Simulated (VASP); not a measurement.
# TiAl (Pm-3m) in VASP: a series of runs, part 2 of 2

VASP 6.6.1.

## 3. Single point, LDA

This run uses another cell than the first one, of 15.74 Å³/atom, 1.021 times its volume.

Contents of INCAR:

```
ALGO = Normal
EDIFF = 1E-6
ENCUT = 520
ISIF = 2
ISMEAR = -1
LASPH = True
LCHARG = False
LREAL = False
LWAVE = False
NBANDS = 14
NELM = 100
PREC = Accurate
SIGMA = 0.05
```

Contents of KPOINTS:

```
k-points
0
Gamma
  8 8 8
```

Contents of POSCAR:

```
TiAl
1.0
    3.1577273571      0.0000000000      0.0000000000
    0.0000000000      3.1577273571      0.0000000000
    0.0000000000      0.0000000000      3.1577273571
Ti Al
1 1
Direct
    0.0000000000      0.0000000000      0.0000000000
    0.5000000000      0.5000000000      0.5000000000
```

Potentials or basis: VASP PAW LDA potentials, release 64 (Ti_sv, Al).

The run is started by

```bash
cat potpaw_LDA.64/Ti_sv/POTCAR potpaw_LDA.64/Al/POTCAR > POTCAR
mpirun -np 1 vasp_std > vasp.out
```

OUTCAR:

```text
EDIFF = 1E-6
   ENCUT = 520
   ISIF = 2
   ISMEAR = -1
   LASPH = True
   LREAL = False
   NELM = 100
   PREC = Accurate

 ion  position               nearest neighbor table
   1  0.000  0.000  0.000-   2 2.73   2 2.73   2 2.73   2 2.73   2 2.73   2 2.73   2 2.73   2 2.73

   2  0.500  0.500  0.500-   1 2.73   1 2.73   1 2.73   1 2.73   1 2.73   1 2.73   1 2.73   1 2.73

  LATTYP: Found a simple cubic cell.
 ALAT       =     3.1577273571

  Lattice vectors:

 A1 = (   3.1577273571,   0.0000000000,   0.0000000000)
 A2 = (   0.0000000000,   3.1577273571,   0.0000000000)
 A3 = (   0.0000000000,   0.0000000000,   3.1577273571)

Analysis of symmetry for initial positions (statically):
=====================================================================
 Subroutine PRICEL returns:
 Original cell was already a primitive cell.

 Routine SETGRP: Setting up the symmetry group for a
 simple cubic supercell.

 Subroutine GETGRP returns: Found 48 space group operations
 (whereof 48 operations were pure point group operations)
 out of a pool of 48 trial point group operations.

The static configuration has the point symmetry O_h .

Analysis of symmetry for dynamics (positions and initial velocities):
=====================================================================
[... 170 lines left out ...]
      4     -23.9946      2.00000
      5      -0.5446      2.00000
      6       7.2788      2.00000
      7       7.2788      2.00000
      8      10.5365      0.00000
      9      10.5365      0.00000
     10      10.5365      0.00000
     11      13.2541      0.00000
     12      13.2541      0.00000
     13      13.2541      0.00000
     14      17.7589      0.00000
[... 377 lines left out ...]
      1     -47.3772      2.00000
      2     -24.1583      2.00000
      3     -24.1284      2.00000
      4     -23.9891      2.00000
      5       3.6646      2.00000
      6       5.7709      2.00000
      7       6.7989      2.00000
      8       8.1734      1.99998
      9       9.6377      0.00000
     10       9.6534      0.00000
     11      11.6714      0.00000
     12      13.5089      0.00000
     13      13.9831      0.00000
     14      16.2764      0.00000

 [... further k-points ...]
[... 5 lines left out ...]
  --------------------------------------------------------------------------------------
  -------------------------------------------------------------------------------------
  Total       -0.6942789     -0.6942789     -0.6942789      0.0000000     -0.0000000      0.0000000
  in kB      -35.3281318    -35.3281318    -35.3281318      0.0000000     -0.0000000      0.0000000
  external PRESSURE =     -35.3281318 kB  Pullay stress =       0.0000000 kB

 VOLUME and BASIS-vectors are now :
 -----------------------------------------------------------------------------
  energy-cutoff  :      520.00
  volume of cell :       31.49
      direct lattice vectors                 reciprocal lattice vectors
     3.157727357  0.000000000  0.000000000     0.316683452  0.000000000  0.000000000
     0.000000000  3.157727357  0.000000000     0.000000000  0.316683452  0.000000000
     0.000000000  0.000000000  3.157727357     0.000000000  0.000000000  0.316683452

 POSITION                                       TOTAL-FORCE (eV/Angst)
 -----------------------------------------------------------------------------------
      0.00000      0.00000      0.00000         0.000000      0.000000      0.000000
      1.57886      1.57886      1.57886         0.000000      0.000000      0.000000
 -----------------------------------------------------------------------------------
    total drift:                                0.000000      0.000000      0.000000

  FREE ENERGIE OF THE ION-ELECTRON SYSTEM (eV)
  ---------------------------------------------------
  free  energy   TOTEN  =       -13.2929918312 eV

  energy  without entropy=      -13.2697013713  energy(sigma->0) =      -13.28134660
```

OSZICAR:

```text
N       E                     dE             d eps       ncg     rms          rms(c)
DAV:   1     0.100359338990E+03    0.10036E+03   -0.71995E+03   980   0.110E+03
DAV:   2    -0.929109450997E+01   -0.10965E+03   -0.10558E+03  1010   0.299E+02
DAV:   3    -0.147214467849E+02   -0.54304E+01   -0.51928E+01  1498   0.644E+01
DAV:   4    -0.148933427128E+02   -0.17190E+00   -0.17150E+00  1072   0.978E+00
DAV:   5    -0.148999249074E+02   -0.65822E-02   -0.65815E-02  1388   0.185E+00    0.977E+00
DAV:   6    -0.133821492894E+02    0.15178E+01   -0.49225E+00  1108   0.301E+01    0.275E+00
DAV:   7    -0.133083203802E+02    0.73829E-01   -0.43074E-01  1084   0.877E+00    0.174E+00
DAV:   8    -0.132954679423E+02    0.12852E-01   -0.53317E-02  1334   0.209E+00    0.553E-01
DAV:   9    -0.132928987996E+02    0.25691E-02   -0.90172E-03  1134   0.127E+00    0.165E-01
DAV:  10    -0.132929907171E+02   -0.91917E-04   -0.42844E-04  1124   0.244E-01    0.220E-02
DAV:  11    -0.132929934013E+02   -0.26841E-05   -0.95948E-05  1398   0.857E-02    0.144E-02
DAV:  12    -0.132929922266E+02    0.11747E-05   -0.24592E-06  1088   0.192E-02    0.611E-03
DAV:  13    -0.132929918312E+02    0.39537E-06   -0.65888E-07   678   0.641E-03
   1 F= -.13292992E+02 E0= -.13281347E+02  d E =-.232905E-01
```

stdout:

```text
POSCAR found type information on POSCAR TiAl
 POSCAR found :  2 types and       2 ions
 scaLAPACK will be used
 LDA part: xc-table for (Slater(with rela. corr.)+CA(PZ))
 , standard interpolation
 POSCAR, INCAR and KPOINTS ok, starting setup
 FFT: planning ... GRIDC
 FFT: planning ... GRID_SOFT
 FFT: planning ... GRID
 WAVECAR not read
 entering main loop
```

It took 11 s on 1 thread of Intel Xeon 8259CL, shared host; peak memory 0.13 GiB.

Results:

- Free energy: -13.2930 eV
- Pressure: -3.5 GPa

## 4. Single point, LDA

This run uses another cell than the first one, of 16.06 Å³/atom, 1.042 times its volume.

Contents of INCAR:

```
SYSTEM = TiAl
  PREC = Accurate
  ENCUT = 520
  EDIFF = 1E-7
  ISMEAR = -1
  SIGMA = 0.05
  LREAL = .FALSE.
  LASPH = .TRUE.
  NELM = 80
  ALGO = Fast
  ISIF = 2
  LWAVE = .FALSE.
  LCHARG = .FALSE.
  NBANDS = 14
```

Contents of KPOINTS:

```
Automatic mesh
0
G
  8 8 8
  0 0 0
```

Contents of POSCAR:

```
TiAl
1.0
    3.1790640000      0.0000000000      0.0000000000
    0.0000000000      3.1790640000      0.0000000000
    0.0000000000      0.0000000000      3.1790640000
Ti Al
1 1
Direct
    0.0000000000      0.0000000000      0.0000000000
    0.5000000000      0.5000000000      0.5000000000
```

The run is started by

```bash
cat potpaw_LDA.64/Ti_sv/POTCAR potpaw_LDA.64/Al/POTCAR > POTCAR
mpirun -np 1 vasp_std > vasp.out
```

It took 28 s on 1 thread of Intel Xeon 8259CL, shared host; peak memory 0.13 GiB.

The run converged. Its results:

```
Free energy : -13.2746 eV
Pressure    : -5.7 GPa
```

Levels at points of the mesh, in eV from the Fermi level:
```tsv
k point	band 5	band 6	band 7	band 8	band 9	band 10
(0.00, 0.00, 0.00)	-9.20	-1.41	-1.41	1.75	1.75	1.75
(0.50, 0.00, 0.00)	-5.97	-5.12	-0.54	0.11	0.11	1.95
(0.50, 0.50, 0.00)	-5.01	-2.01	-2.01	-1.44	0.67	0.67
(0.50, 0.50, 0.50)	-3.08	-3.08	-3.08	0.57	2.80	2.80
```

## 5. Summary

| cell | gap on the mesh (eV) | pressure (GPa) |
| --- | --- | --- |
| a = 3.136 Å, 2 atoms | none | -1.1 |
| a = 3.158 Å, 2 atoms | none | -3.5 |
| a = 3.179 Å, 2 atoms | none | -5.7 |

Alike in all rows: task single point; level LDA; potentials or basis VASP PAW LDA potentials, release 64 (Ti_sv, Al); no spin polarisation; k mesh 8 × 8 × 8; cutoff (eV) 520; smearing fermi-dirac 0.05 eV.

Absolute energies hang on the potentials; compare differences alone.
